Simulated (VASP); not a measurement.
A run of VASP 6.6.1:

File INCAR:

```
ALGO = Normal
EDIFF = 1E-8
ENCUT = 520
IBRION = 6
ISIF = 2
ISMEAR = 0
LASPH = True
LCHARG = True
LMIXTAU = True
LREAL = False
LWAVE = False
METAGGA = R2SCAN
NELM = 60
NFREE = 2
NSW = 1
POTIM = 0.015
PREC = Accurate
SIGMA = 0.01
```

KPOINTS

```
k-points
0
Gamma
  8 8 8
```

Contents of POSCAR:

```
ZnSe
1.0
    0.0000000000      2.8329297011      2.8329297011
    2.8329297011      0.0000000000      2.8329297011
    2.8329297011      2.8329297011      0.0000000000
Zn Se
1 1
Direct
    0.0000000000      0.0000000000      0.0000000000
    0.7500000000      0.7500000000      0.7500000000
```

Potentials or basis: VASP PAW PBE potentials, release 64 (Zn, Se).

Launch:

```bash
$ cat potpaw_PBE.64/Zn/POTCAR potpaw_PBE.64/Se/POTCAR > POTCAR
$ mpirun -np 1 vasp_std > vasp.out
```

Hardware: 1 thread of Intel Xeon 8259CL (shared host).

Question: How long does it take, and how much memory?

Answer: It took 19 min on 1 thread of Intel Xeon 8259CL, with other jobs on the host, peak memory 0.26 GiB. Counts: scf iterations 62, k points 29.
